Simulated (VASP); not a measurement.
# Al2O3 in VASP: single point with PBE

Aim: the single point of Al2O3 with PBE.

Everything below comes from runs of VASP 6.6.1. Logs are shortened: lines on timing, memory, paths and dates and some standing lists are left out, and cuts for length are marked.

## Step 1: The cell of the first run

The cell holds an amorphous packing of atoms, 20 atoms: a = 5.710 Å, b = 5.811 Å, c = 5.709 Å, α = 87.23°, β = 90.04°, γ = 89.73°.

## Step 2: Single point, PBE

File INCAR:

```
SYSTEM = Al2O3
PREC     = Accurate       ! precision mode
ENCUT    = 520            ! plane-wave cutoff, eV
EDIFF    = 1E-6           ! SCF threshold, eV
ISMEAR   = -1             ! smearing method
SIGMA    = 0.05           ! smearing width, eV
LREAL    = .False.        ! projectors in reciprocal space
LASPH    = .True.         ! aspherical terms in the spheres
NELM     = 120            ! most SCF steps
ALGO     = Normal         ! electronic algorithm
ISIF     = 2              ! what is computed and relaxed
LWAVE    = .False.        ! write WAVECAR
LCHARG   = .False.        ! write CHGCAR
GGA      = PE             ! functional
NBANDS   = 64             ! bands
ISYM     = 0            
GGA_COMPAT= .False.
```

File KPOINTS:

```
Automatic mesh
0
Gamma
  1 1 1
  0 0 0
```

File POSCAR:

```
Al2O3
1.0
    5.7104520000      0.0137290000     -0.0021660000
    0.0137290000      5.8090040000      0.1390750000
   -0.0021660000      0.1390750000      5.7076010000
Al O
8 12
Direct
    0.8075462220      0.6854208003      0.7336475075
    0.5987612285      0.3006859336      0.0643452513
    0.4857850660      0.1678094292      0.5563977079
    0.0327253198      0.2269618158      0.8108618960
    0.2850660565      0.7692951160      0.8848960771
    0.9869449799      0.9765692285      0.2471161452
    0.1115839918      0.4590112242      0.3618624891
    0.5476621538      0.7219336998      0.3143440312
    0.8563796630      0.6849556535      0.4098409666
    0.7343946670      0.3085126104      0.7281000034
    0.4970607667      0.8424743929      0.6075623554
    0.1453178184      0.1456936750      0.4896839163
    0.9668621192      0.9081791068      0.8883256230
    0.9666145112      0.2947433096      0.1155584038
    0.3502549871      0.1595053108      0.8855679385
    0.1115408674      0.5399417320      0.7177420428
    0.6455484599      0.0363428467      0.2684416582
    0.2213421110      0.7581663841      0.2065406179
    0.4400658310      0.4146537796      0.3377592807
    0.5786508618      0.6278275655     -0.0016547689
```

Potentials or basis: VASP PAW PBE potentials, release 64 (Al, O).

On the command line:

```bash
$ cat potpaw_PBE.64/Al/POTCAR potpaw_PBE.64/O/POTCAR > POTCAR
$ mpirun -np 1 vasp_gam > vasp.out
```

OUTCAR:

```text
SYSTEM = Al2O3
   PREC = Accurate
   ENCUT = 520
   EDIFF = 1E-6
   ISMEAR = -1
   LREAL = .False.
   LASPH = .True.
   NELM = 120
   ISIF = 2
   GGA = PE
   ISYM = 0

 ion  position               nearest neighbor table
   1  0.808  0.685  0.734-  13 1.84   9 1.87  16 1.93  20 2.02  11 2.10  10 2.23   8 2.81   5 2.91
                             4 2.97   7 3.08   2 3.10   5 3.15   6 3.35
   2  0.599  0.301  0.064-  17 1.90  20 1.92  19 1.95  15 1.95  10 2.07  14 2.12   8 2.91   4 2.91
                             3 2.95   6 3.05   1 3.10   3 3.10
   3  0.486  0.168  0.556-  19 1.87  11 1.90  10 1.93  12 1.99  15 2.03  17 2.06   7 2.91   2 2.95
                             4 2.99   8 3.01   2 3.10   5 3.13
   4  0.033  0.227  0.811-  10 1.82  14 1.84  15 1.90  13 1.92  16 1.93  12 2.02   6 2.84   7 2.88
                             2 2.91   1 2.97   3 2.99   5 3.03
   5  0.285  0.769  0.885-  18 1.87  16 1.95  20 1.96  13 1.99  11 2.02  15 2.30   8 2.87   1 2.91
                             6 2.98   4 3.03   3 3.13   1 3.15   7 3.35
   6  0.987  0.977  0.247-  18 1.86  12 1.96  14 1.96  17 1.98   9 2.04  13 2.11   4 2.84   8 2.93
                             5 2.98   7 3.00   2 3.05   7 3.13   1 3.35
   7  0.112  0.459  0.362-  19 1.90  14 1.93  12 1.94   9 1.98  18 2.02  16 2.11   4 2.88   3 2.91
                             8 2.93   6 3.00   1 3.08   6 3.13   5 3.35
   8  0.548  0.722  0.314-   9 1.85  11 1.87  19 1.89  20 1.92  17 1.92  18 1.97   1 2.81   5 2.87
                             2 2.91   7 2.93   6 2.93   3 3.01
   9  0.856  0.685  0.410-   8 1.85   1 1.87   7 1.98   6 2.04
  10  0.734  0.309  0.728-   4 1.82   3 1.93   2 2.07   1 2.23
  11  0.497  0.842  0.608-   8 1.87   3 1.90   5 2.02   1 2.10
  12  0.145  0.146  0.490-   7 1.94   6 1.96   3 1.99   4 2.02
  13  0.967  0.908  0.888-   1 1.84   4 1.92   5 1.99   6 2.11
  14  0.967  0.295  0.116-   4 1.84   7 1.93   6 1.96   2 2.12
  15  0.350  0.160  0.886-   4 1.90   2 1.95   3 2.03   5 2.30
  16  0.112  0.540  0.718-   4 1.93   1 1.93   5 1.95   7 2.11
  17  0.646  0.036  0.268-   2 1.90   8 1.92   6 1.98   3 2.06
  18  0.221  0.758  0.207-   6 1.86   5 1.87   8 1.97   7 2.02
  19  0.440  0.415  0.338-   3 1.87   8 1.89   7 1.90   2 1.95
  20  0.579  0.628  0.998-   8 1.92   2 1.92   5 1.96   1 2.02

IMPORTANT INFORMATION: All symmetrisations will be switched off!
NOSYMM: (Re-)initialisation of all symmetry stuff for point group C_1.

----------------------------------------------------------------------------------------

                                     Primitive cell

  volume of cell :     189.2212

  direct lattice vectors                    reciprocal lattice vectors
     5.710452000  0.013729000 -0.002166000     0.175118515 -0.000415709  0.000076586
     0.013729000  5.809004000  0.139075000    -0.000415709  0.172248021 -0.004197261
    -0.002166000  0.139075000  5.707601000     0.000076586 -0.004197261  0.175307261

  length of vectors
     5.710468914  5.810684797  5.709295554     0.175119025  0.172299653  0.175357517

  position of ions in fractional coordinates (direct lattice)
     0.807546222  0.685420800  0.733647508
     0.598761229  0.300685934  0.064345251
     0.485785066  0.167809429  0.556397708
     0.032725320  0.226961816  0.810861896
     0.285066056  0.769295116  0.884896077
     0.986944980  0.976569228  0.247116145
[... 12 lines left out ...]
     0.440065831  0.414653780  0.337759281
     0.578650862  0.627827565  0.998345231

  ion indices of the primitive-cell ions
   primitive index   ion index
                 1           1
                 2           2
                 3           3
                 4           4
                 5           5
                 6           6
[... 12 lines left out ...]
                19          19
                20          20

----------------------------------------------------------------------------------------

 KPOINTS: Automatic mesh

Automatic generation of k-mesh.
 Grid dimensions read from file:
 generate k-points for:    1    1    1

 Generating k-lattice:

  Cartesian coordinates                     Fractional coordinates (reciprocal lattice)
     0.175118515 -0.000415709  0.000076586     1.000000000 -0.000000000  0.000000000
    -0.000415709  0.172248021 -0.004197261    -0.000000000  1.000000000 -0.000000000
     0.000076586 -0.004197261  0.175307261    -0.000000000 -0.000000000  1.000000000

  Length of vectors
     0.175119025  0.172299653  0.175357517

  Shift w.r.t. Gamma in fractional coordinates (k-lattice)
     0.000000000  0.000000000  0.000000000

 Subroutine IBZKPT returns following result:
 ===========================================

 Found      1 irreducible k-points:

 Following reciprocal coordinates:
            Coordinates               Weight
  0.000000  0.000000  0.000000      1.000000
   k-points           NKPTS =      1   k-points in BZ     NKDIM =      1   number of bands    NBANDS=     64
   number of dos      NEDOS =    301   number of ions     NIONS =     20
   total plane-waves  NPLWV =  84672
   dimension x,y,z NGX =    42 NGY =   48 NGZ =   42
   dimension x,y,z NGXF=    84 NGYF=   96 NGZF=   84
   ions per type =               8  12
   NGX,Y,Z   is equivalent  to a cutoff of  12.23, 13.73, 12.23 a.u.
   NGXF,Y,Z  is equivalent  to a cutoff of  24.45, 27.47, 24.46 a.u.
 SYSTEM =  Al2O3
   PREC   = accura    normal or accurate (medium, high low for compatibility)
   ISTART =      0    job   : 0-new  1-cont  2-samecut
   ICHARG =      2    charge: 1-file 2-atom 10-const
   ISPIN  =      1    spin polarized calculation?
   LNONCOLLINEAR =      F non collinear calculations
   LSORBIT =      F    spin-orbit coupling
   LASPH  =      T    aspherical Exc in radial PAW
   ENCUT  =  520.0 eV  38.22 Ry    6.18 a.u.  10.62 10.80 10.62*2*pi/ulx,y,z
   NELM   =    120;   NELMIN=  2; NELMDL= -5     # of ELM steps
   EDIFF  = 0.1E-05   stopping-criterion for ELM
   LREAL  =      F    real-space projection
   EDIFFG = 0.1E-04   stopping-criterion for IOM
   NSW    =      0    number of steps for IOM
   IBRION =     -1    ionic relax: 0-MD 1-quasi-New 2-CG
   NFREE  =      0    steps in history (QN), initial steepest desc. (CG)
   ISIF   =      2    stress and relaxation
   ISYM   =      0    0-nonsym 1-usesym 2-fastsym
   POTIM  = 0.5000    time-step for ionic-motion
   TEBEG  =    0.0;   TEEND  =   0.0 temperature during run
   PSTRESS=    0.0 pullay stress
   NELECT =      96.0000    total number of electrons
   NUPDOWN=      -1.0000    fix difference up-down
   EMIN   =  10.00;   EMAX   =-10.00  energy-range for DOS
   EFERMI =   0.00;   METHOD = LEGACY
   ISMEAR =    -1;   SIGMA  =   0.05  broadening in eV -4-tet -1-fermi 0-gaus
   EFERMI_NEDOS =   21; number of points for ismear=-14 and -15
   IALGO  =     38    algorithm
   IMIX   =      4    mixing-type and parameters
     AMIX     =   0.40;   BMIX     =  1.00
     AMIX_MAG =   1.60;   BMIX_MAG =  1.00
  volume/ion in A,a.u.               =       9.46        63.85
  Fermi-wavevector in a.u.,A,eV,Ry     =   1.305696  2.467407 23.195774  1.704841
  Thomas-Fermi vector in A             =   2.436548
   LORBIT       =      0    0 simple, 1 ext, 2 COOP (PROOUT), +10 PAW based schemes
   GGA     = PE    functional components
   LHFCALC =     F    Hartree Fock is set to
   AEXX    =    0.0000 exact exchange contribution
   IVDW    =     0    specifies the selected vdW correction
   LEPSILON=     F    determine dielectric tensor
   LRPA    =     F    only Hartree local field effects (RPA)
 non-spin polarized calculation
  energy-cutoff  :      520.00
  volume of cell :      189.22
 maximum number of plane-waves:      2549
 NGX is ok and might be reduce to    42
   NGX = 21   NGY = 21   NGZ = 21

 number of electron      96.0000005 magnetization

 Free energy of the ion-electron system (eV)
  ---------------------------------------------------
  ext. energy  EPLUGINS =         0.00000000
  ---------------------------------------------------
  free energy    TOTEN  =      -146.13610762 eV

  energy without entropy =     -146.13610762  energy(sigma->0) =     -146.13610762

 E-fermi :   6.6585     XC(G=0): -11.0887

 val. band max:        5.3779992408   @ k =   0.0000   0.0000   0.0000
 cond. band min:       9.7127356770   @ k =   0.0000   0.0000   0.0000
 fundamental gap:      4.3347364362
 Fermi energy:         6.6584641422

 k-point     1 :       0.0000    0.0000    0.0000
  band No.  band energies     occupation
      1     -13.7130      2.00000
      2     -12.3955      2.00000
      3     -12.2224      2.00000
      4     -12.0324      2.00000
      5     -11.8071      2.00000
      6     -11.7023      2.00000
[... 52 lines left out ...]
     59      15.3783      0.00000
     60      15.5997      0.00000
 [bands above 60 left out]

------------------------ aborting loop because EDIFF is reached ----------------------------------------

  FORCE on cell =-STRESS in cart. coord.  units (eV):
  Direction    XX          YY          ZZ          XY          YZ          ZX
  --------------------------------------------------------------------------------------
  -------------------------------------------------------------------------------------
  Total       -5.8537739    -10.6987389     -4.0372482     -2.1523951    -12.0187804     -1.0111628
  in kB      -49.5651854    -90.5885653    -34.1842646    -18.2248006   -101.7656464     -8.5617373
  external PRESSURE =     -58.1126717 kB  Pullay stress =       0.0000000 kB

 VOLUME and BASIS-vectors are now :
 -----------------------------------------------------------------------------
  energy-cutoff  :      520.00
  volume of cell :      189.22
      direct lattice vectors                 reciprocal lattice vectors
     5.710452000  0.013729000 -0.002166000     0.175118515 -0.000415709  0.000076586
     0.013729000  5.809004000  0.139075000    -0.000415709  0.172248021 -0.004197261
    -0.002166000  0.139075000  5.707601000     0.000076586 -0.004197261  0.175307261

 POSITION                                       TOTAL-FORCE (eV/Angst)
 -----------------------------------------------------------------------------------
      4.61928      4.09473      4.28094        -0.893601     -0.437597      0.370319
      3.42319      1.76385      0.40778        -0.492984     -0.681693     -1.159822
      2.77515      1.05886      3.19798         0.087490     -0.963558      0.952609
      0.18824      1.43164      4.65957         1.396591     -0.228879     -0.719727
      1.63650      4.59582      5.15701         0.480007      0.369980     -1.270149
      5.64877      5.72081      1.54412        -0.777055      0.140050      0.524823
[... 12 lines left out ...]
      2.51794      2.46174      1.98451         0.518524     -0.108537      0.975220
      3.31081      3.79384      5.78422         0.882682     -0.041301     -0.920575
 -----------------------------------------------------------------------------------
    total drift:                                0.000460     -0.000150      0.000968

  FREE ENERGIE OF THE ION-ELECTRON SYSTEM (eV)
  ---------------------------------------------------
  free  energy   TOTEN  =      -146.1361076183 eV

  energy  without entropy=     -146.1361076182  energy(sigma->0) =     -146.13610762
```

Run time: 27 s. Hardware: 1 thread of Intel Xeon 6975P-C (Granite Rapids), shared host; peak memory 0.25 GiB.

What came out:

| Property | Result |
| --- | --- |
| Free energy | -146.1361 eV |
| Pressure | -5.8 GPa |
| Largest force | 2.109 eV/Å |
| Band gap on the k mesh | 4.33 eV |

Forces on the atoms (eV/Å):
```
Al  -0.894 -0.438  0.370
Al  -0.493 -0.682 -1.160
Al   0.087 -0.964  0.953
Al   1.397 -0.229 -0.720
Al   0.480  0.370 -1.270
Al  -0.777  0.140  0.525
Al  -0.310  0.625 -0.082
Al  -0.591  0.915 -0.524
O   -0.100 -0.493 -0.487
O   -0.866  0.143 -0.134
O   -0.282 -1.034  1.817
O   -1.229  0.088  0.097
O    0.152  0.397 -0.068
O   -0.513  0.545  0.843
O    0.584 -0.341  0.042
O    0.717  0.141  0.532
O    0.491  0.810 -0.882
O    0.745  0.155  0.094
O    0.519 -0.109  0.975
O    0.883 -0.041 -0.921
```

Levels at points of the mesh, in eV from the valence-band top:
| k point | band 45 | band 46 | band 47 | band 48 | band 49 | band 50 | band 51 | band 52 |
| --- | --- | --- | --- | --- | --- | --- | --- | --- |
| (0.00, 0.00, 0.00) | -0.47 | -0.41 | -0.22 | 0.00 | 4.33 | 7.79 | 8.12 | 8.50 |

Caveat: the k points lie up to 1.10 Å⁻¹ apart.
